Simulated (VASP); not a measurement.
# RbBr (P1) in VASP: single point with PBE

Aim: the single point of RbBr with PBE.

Program: VASP 6.6.1. These are calculated values, not measurements. Logs are shortened: lines on timing, memory, paths and dates and some standing lists are left out, and cuts for length are marked.

## (1) The cell of the first run

The typed cell holds 2 atoms: a = 4.993 Å, b = 5.020 Å, c = 4.989 Å, α = 60.02°, β = 59.18°, γ = 60.37°.

## (2) Single point, PBE (atoms moved at random and the cell strained at random)

File INCAR:

```
PREC = Accurate
ENCUT = 520
EDIFF = 1E-6
ISMEAR = 0
SIGMA = 0.05
LREAL = F
LASPH = T
NELM = 100
ALGO = Normal
ISIF = 2
LWAVE = F
LCHARG = F
GGA = PE
NBANDS = 15
```

File KPOINTS:

```
regular mesh
0
Gamma
  8 8 8
```

File POSCAR:

```
RbBr
1.0
    0.0164094015      3.5563137919      3.5039998287
    3.5581624707     -0.0207568079      3.5411660381
    3.5097648653      3.5450823959      0.0276407975
Rb Br
1 1
Direct
    0.4997910811      0.4958831902      0.4846832113
    0.0002089189      0.0041168098      0.0153167887
```

Potentials or basis: VASP PAW PBE potentials, release 64 (Rb_sv, Br).

Launch:

```console
$ cat potpaw_PBE.64/Rb_sv/POTCAR potpaw_PBE.64/Br/POTCAR > POTCAR
$ mpirun -np 1 vasp_std > vasp.out
```

OUTCAR:

```text
PREC = Accurate
   ENCUT = 520
   EDIFF = 1E-6
   ISMEAR = 0
   LREAL = F
   LASPH = T
   NELM = 100
   ISIF = 2
   GGA = PE

 ion  position               nearest neighbor table
   1  0.500  0.496  0.485-   2 3.39   2 3.45   2 3.48   2 3.55   2 3.66   2 3.67
   2  0.000  0.004  0.015-   1 3.39   1 3.45   1 3.48   1 3.55   1 3.66   1 3.67

  LATTYP: Found a triclinic cell.
 ALAT       =     5.0062372269
 B/A-ratio  =     2.4238805698
 C/A-ratio  =     1.0027572410
 COS(alpha) =     0.0009159145
 COS(beta)  =     0.5048720144
 COS(gamma) =     0.8138793490

  Lattice vectors:

 A1 = (  -0.0483976054,   3.5658392038,  -3.5135252406)
 A2 = (   6.9547227237,   7.0996902037,  -6.9622434743)
 A3 = (  -3.5581624707,   0.0207568079,  -3.5411660381)

Analysis of symmetry for initial positions (statically):
=====================================================================
 Subroutine PRICEL returns:
 Original cell was already a primitive cell.

 Routine SETGRP: Setting up the symmetry group for a
 triclinic supercell.

 Subroutine GETGRP returns: Found  1 space group operations
 (whereof  1 operations were pure point group operations)
 out of a pool of  2 trial point group operations.

The static configuration has the point symmetry C_1 .

Analysis of symmetry for dynamics (positions and initial velocities):
=====================================================================
 Subroutine PRICEL returns:
 Original cell was already a primitive cell.

 Routine SETGRP: Setting up the symmetry group for a
 triclinic supercell.

 Subroutine GETGRP returns: Found  1 space group operations
 (whereof  1 operations were pure point group operations)
 out of a pool of  2 trial point group operations.

The dynamic configuration has the point symmetry C_1 .

 Subroutine INISYM returns: Found  1 space group operations
 (whereof  1 operations are pure point group operations),
 and found     1 'primitive' translations

----------------------------------------------------------------------------------------

                                     Primitive cell

  volume of cell :      88.0991

  direct lattice vectors                    reciprocal lattice vectors
     0.016409402  3.556313792  3.503999829    -0.142502022  0.139959551  0.144006369
     3.558162471 -0.020756808  3.541166038     0.139884171 -0.139590106  0.141019072
     3.509764865  3.545082396  0.027640798     0.143772528  0.140860611 -0.143636924

  length of vectors
     4.992559650  5.020040630  4.988669424     0.246238373  0.242774294  0.247272759

  position of ions in fractional coordinates (direct lattice)
     0.499791081  0.495883190  0.484683211
     0.000208919  0.004116810  0.015316789

  ion indices of the primitive-cell ions
   primitive index   ion index
                 1           1
                 2           2

----------------------------------------------------------------------------------------

 KPOINTS: regular mesh

Automatic generation of k-mesh.
 Grid dimensions read from file:
 generate k-points for:    8    8    8

 Generating k-lattice:

  Cartesian coordinates                     Fractional coordinates (reciprocal lattice)
    -0.017812753  0.017494944  0.018000796     0.125000000  0.000000000  0.000000000
     0.017485521 -0.017448763  0.017627384     0.000000000  0.125000000  0.000000000
     0.017971566  0.017607576 -0.017954615     0.000000000 -0.000000000  0.125000000

  Length of vectors
     0.030779797  0.030346787  0.030909095

  Shift w.r.t. Gamma in fractional coordinates (k-lattice)
     0.000000000  0.000000000  0.000000000

 Subroutine IBZKPT returns following result:
 ===========================================

 Found    260 irreducible k-points:

 Following reciprocal coordinates:
            Coordinates               Weight
  0.000000  0.000000  0.000000      1.000000
  0.125000  0.000000 -0.000000      2.000000
  0.250000  0.000000 -0.000000      2.000000
  0.375000  0.000000  0.000000      2.000000
  0.500000  0.000000 -0.000000      1.000000
  0.000000  0.125000  0.000000      2.000000
[... 16 lines left out ...]
  0.125000  0.375000  0.000000      2.000000
  0.250000  0.375000  0.000000      2.000000
 [... further k-points ...]
   k-points           NKPTS =    260   k-points in BZ     NKDIM =    260   number of bands    NBANDS=     15
   number of dos      NEDOS =    301   number of ions     NIONS =      2
   total plane-waves  NPLWV =  64000
   dimension x,y,z NGX =    40 NGY =   40 NGZ =   40
   dimension x,y,z NGXF=    80 NGYF=   80 NGZF=   80
   ions per type =               1   1
   NGX,Y,Z   is equivalent  to a cutoff of  13.32, 13.25, 13.33 a.u.
   NGXF,Y,Z  is equivalent  to a cutoff of  26.64, 26.49, 26.66 a.u.
 SYSTEM =  unknown system
   PREC   = accura    normal or accurate (medium, high low for compatibility)
   ISTART =      0    job   : 0-new  1-cont  2-samecut
   ICHARG =      2    charge: 1-file 2-atom 10-const
   ISPIN  =      1    spin polarized calculation?
   LNONCOLLINEAR =      F non collinear calculations
   LSORBIT =      F    spin-orbit coupling
   LASPH  =      T    aspherical Exc in radial PAW
   ENCUT  =  520.0 eV  38.22 Ry    6.18 a.u.   9.28  9.33  9.28*2*pi/ulx,y,z
   NELM   =    100;   NELMIN=  2; NELMDL= -5     # of ELM steps
   EDIFF  = 0.1E-05   stopping-criterion for ELM
   LREAL  =      F    real-space projection
[... 7 lines left out ...]
   TEBEG  =    0.0;   TEEND  =   0.0 temperature during run
   PSTRESS=    0.0 pullay stress
   NELECT =      16.0000    total number of electrons
   NUPDOWN=      -1.0000    fix difference up-down
   EMIN   =  10.00;   EMAX   =-10.00  energy-range for DOS
   EFERMI =   0.00;   METHOD = LEGACY
   ISMEAR =     0;   SIGMA  =   0.05  broadening in eV -4-tet -1-fermi 0-gaus
   EFERMI_NEDOS =   21; number of points for ismear=-14 and -15
   IALGO  =     38    algorithm
   IMIX   =      4    mixing-type and parameters
     AMIX     =   0.40;   BMIX     =  1.00
     AMIX_MAG =   1.60;   BMIX_MAG =  1.00
  volume/ion in A,a.u.               =      44.05       297.26
  Fermi-wavevector in a.u.,A,eV,Ry     =   0.927095  1.751956 11.694283  0.859506
  Thomas-Fermi vector in A             =   2.053128
   LORBIT       =      0    0 simple, 1 ext, 2 COOP (PROOUT), +10 PAW based schemes
   GGA     = PE    functional components
   LHFCALC =     F    Hartree Fock is set to
   AEXX    =    0.0000 exact exchange contribution
   IVDW    =     0    specifies the selected vdW correction
   LEPSILON=     F    determine dielectric tensor
   LRPA    =     F    only Hartree local field effects (RPA)
 non-spin polarized calculation
 Gauss-broadening in eV      SIGMA  =   0.05
  energy-cutoff  :      520.00
  volume of cell :       88.10
 maximum number of plane-waves:      2390
 NGX is ok and might be reduce to    40
   NGX = 19   NGY = 19   NGZ = 19

 number of electron      16.0000000 magnetization

 Free energy of the ion-electron system (eV)
  ---------------------------------------------------
  ext. energy  EPLUGINS =         0.00000000
  ---------------------------------------------------
  free energy    TOTEN  =        -6.10105333 eV

  energy without entropy =       -6.10105333  energy(sigma->0) =       -6.10105333

 E-fermi :  -1.8650     XC(G=0):  -6.8799

 val. band max:       -2.0617157591   @ k =   0.0000   0.0000   0.0000
 cond. band min:       2.0722933889   @ k =   0.0000   0.0000   0.0000
 fundamental gap:      4.1340091480
 Fermi energy:        -1.8650087302

 k-point     1 :       0.0000    0.0000    0.0000
  band No.  band energies     occupation
      1     -26.6773      2.00000
      2     -14.1740      2.00000
      3     -10.7492      2.00000
      4     -10.7484      2.00000
      5     -10.7463      2.00000
      6      -2.0953      2.00000
      7      -2.0800      2.00000
      8      -2.0617      2.00000
      9       2.0723      0.00000
     10       5.0977      0.00000
     11       5.1982      0.00000
     12       5.2824      0.00000
     13       6.0029      0.00000
     14       6.0608      0.00000
     15       8.6587      0.00000

 k-point     2 :       0.1250    0.0000   -0.0000
  band No.  band energies     occupation
      1     -26.6765      2.00000
      2     -14.1778      2.00000
      3     -10.7546      2.00000
      4     -10.7484      2.00000
      5     -10.7395      2.00000
      6      -2.2315      2.00000
      7      -2.1348      2.00000
      8      -2.1110      2.00000
      9       2.4146      0.00000
     10       5.0683      0.00000
     11       5.3038      0.00000
     12       5.3919      0.00000
     13       6.2227      0.00000
     14       6.2816      0.00000
     15       9.2125      0.00000

 k-point     3 :       0.2500    0.0000   -0.0000
  band No.  band energies     occupation
      1     -26.6744      2.00000
      2     -14.1870      2.00000
      3     -10.7587      2.00000
      4     -10.7502      2.00000
      5     -10.7303      2.00000
      6      -2.5488      2.00000
      7      -2.2363      2.00000
      8      -2.2078      2.00000
      9       3.2442      0.00000
     10       4.9730      0.00000
     11       5.7587      0.00000
     12       5.8458      0.00000
     13       6.8011      0.00000
     14       6.8652      0.00000
     15       9.7758      0.00000
[... 343 lines left out ...]
 k-point    23 :       0.1250    0.3750    0.0000
  band No.  band energies     occupation
      1     -26.6727      2.00000
      2     -14.1898      2.00000
      3     -10.7706      2.00000
      4     -10.7628      2.00000
      5     -10.7229      2.00000
      6      -2.7291      2.00000
      7      -2.2992      2.00000
      8      -2.2416      2.00000
      9       3.9469      0.00000
     10       4.7257      0.00000
     11       6.4439      0.00000
     12       6.6645      0.00000
     13       7.0615      0.00000
     14       7.4407      0.00000
     15       8.7228      0.00000

 k-point    24 :       0.2500    0.3750    0.0000
  band No.  band energies     occupation
      1     -26.6719      2.00000
      2     -14.1690      2.00000
      3     -10.7927      2.00000
      4     -10.7836      2.00000
      5     -10.7552      2.00000
      6      -2.6367      2.00000
      7      -2.2622      2.00000
      8      -2.2083      2.00000
      9       3.9741      0.00000
     10       4.1398      0.00000
     11       6.7114      0.00000
     12       6.9501      0.00000
     13       7.1366      0.00000
     14       7.4243      0.00000
     15       8.3603      0.00000

 [... further k-points ...]

------------------------ aborting loop because EDIFF is reached ----------------------------------------

  FORCE on cell =-STRESS in cart. coord.  units (eV):
  Direction    XX          YY          ZZ          XY          YZ          ZX
  --------------------------------------------------------------------------------------
  -------------------------------------------------------------------------------------
  Total        0.0253371     -0.1364325     -0.0421006      0.0007770      0.0028579     -0.0487913
  in kB        0.4607834     -2.4811718     -0.7656448      0.0141310      0.0519737     -0.8873233
  external PRESSURE =      -0.9286778 kB  Pullay stress =       0.0000000 kB

 VOLUME and BASIS-vectors are now :
 -----------------------------------------------------------------------------
  energy-cutoff  :      520.00
  volume of cell :       88.10
      direct lattice vectors                 reciprocal lattice vectors
     0.016409402  3.556313792  3.503999829    -0.142502022  0.139959551  0.144006369
     3.558162471 -0.020756808  3.541166038     0.139884171 -0.139590106  0.141019072
     3.509764865  3.545082396  0.027640798     0.143772528  0.140860611 -0.143636924

 POSITION                                       TOTAL-FORCE (eV/Angst)
 -----------------------------------------------------------------------------------
      3.47376      3.48536      3.52067         0.117524      0.074699      0.028756
      0.06841      0.05496      0.01573        -0.117524     -0.074699     -0.028756
 -----------------------------------------------------------------------------------
    total drift:                               -0.000005      0.000042     -0.000034

  FREE ENERGIE OF THE ION-ELECTRON SYSTEM (eV)
  ---------------------------------------------------
  free  energy   TOTEN  =        -6.1010533335 eV

  energy  without entropy=       -6.1010533335  energy(sigma->0) =       -6.10105333
```

Run time: 3.4 min. Hardware: 1 thread of Intel Xeon 6975P-C (Granite Rapids), shared host; peak memory 0.49 GiB.

Results:

| Quantity | Value |
| --- | --- |
| Free energy | -6.1011 eV |
| Pressure | -0.1 GPa |
| Largest force | 0.142 eV/Å |
| Band gap on the k mesh | 4.13 eV |

Forces in eV/Å, atoms in the order of the input:
```
Rb   0.118  0.075  0.029
Br  -0.118 -0.075 -0.029
```

Stress tensor (GPa, compression positive):
```
 0.05  0.00 -0.09
 0.00 -0.25  0.01
-0.09  0.01 -0.08
```

Levels at points of the mesh, in eV from the valence-band top:
```csv
k point,band 6,band 7,band 8,band 9,band 10,band 11
"(0.00, 0.00, 0.00)",-0.03,-0.02,0.00,4.13,7.16,7.26
"(0.50, 0.00, 0.00)",-0.85,-0.31,-0.28,6.55,7.37,9.09
"(0.00, 0.50, 0.00)",-0.86,-0.27,-0.26,6.54,7.31,9.07
"(0.50, 0.50, 0.00)",-0.45,-0.18,-0.17,5.70,6.78,8.74
"(0.00, 0.00, 0.50)",-0.85,-0.32,-0.29,6.56,7.42,9.11
"(0.50, 0.00, 0.50)",-0.46,-0.18,-0.14,5.71,6.77,8.53
"(0.00, 0.50, 0.50)",-0.45,-0.17,-0.16,5.69,6.78,8.48
"(0.50, 0.50, 0.50)",-0.85,-0.31,-0.28,6.56,7.39,9.08
```

Caveat: the cell differs from its parent crystal (atoms moved at random and the cell strained at random).
